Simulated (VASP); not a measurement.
The system is BN.

```
CELL_PARAMETERS angstrom
0.00000 1.68586 1.68586
1.68586 0.00000 1.68586
1.68586 1.68586 0.00000
ATOMIC_POSITIONS crystal
B 0.00000 0.00000 0.00000
N 0.25000 0.25000 0.25000
```

| Item | Value |
| --- | --- |
| Program | VASP 6.6.1 |
| Task | relaxation of cell and atoms |
| Functional | PBE |
| Potentials or basis | VASP PAW PBE potentials, release 64 (B, N) |
| Cutoff | 600 eV |
| k mesh | 12 × 12 × 12 |
| Occupations | fermi-dirac, width 0.02 eV |
| Spin | no spin polarisation |

At the start: pressure 120.3 GPa; volume 4.79 Å³/atom.

Problem. Where does the relaxation end?

Solution. Over 20 steps the energy falls by 369.7 meV/atom and the volume is 5.96 Å³/atom (+24.3 %); space group F-43m (No. 216, to 0.05 Å).

Step by step:
```tsv
step	energy change (eV)	largest force (eV/Å)	pressure (GPa)	volume (Å³)
1	0.0000	0.0000	120.26	9.58
2	0.0937	0.0000	-61.31	15.49
3	-0.7377	0.0000	-3.94	12.04
4	-0.7393	0.0000	-0.76	11.94
5	-0.7393	0.0000	0.82	11.89
6	-0.7393	0.0000	0.81	11.89
7	-0.7393	0.0000	0.78	11.89
8	-0.7393	0.0000	0.77	11.89
9	-0.7393	0.0000	0.77	11.89
10	-0.7393	0.0000	0.77	11.89
11	-0.7393	0.0000	0.76	11.89
12	-0.7393	0.0000	0.76	11.89
13	-0.7393	0.0000	0.75	11.89
14	-0.7393	0.0000	0.74	11.89
15	-0.7393	0.0000	0.71	11.89
16	-0.7393	0.0000	0.65	11.89
17	-0.7393	0.0000	0.51	11.90
18	-0.7393	0.0000	0.24	11.91
19	-0.7393	0.0000	-0.30	11.92
20	-0.7393	0.0000	-0.03	11.91
```

Final structure:
```
B N
1.0
     0.00000    1.81275    1.81275
     1.81275    0.00000    1.81275
     1.81275    1.81275    0.00000
B N
1 1
Cartesian
  0.0000 0.0000 0.0000
  0.9064 0.9064 0.9064
```

Caveat: the volume moved by over 15 % at a fixed basis, so the end points are rough.
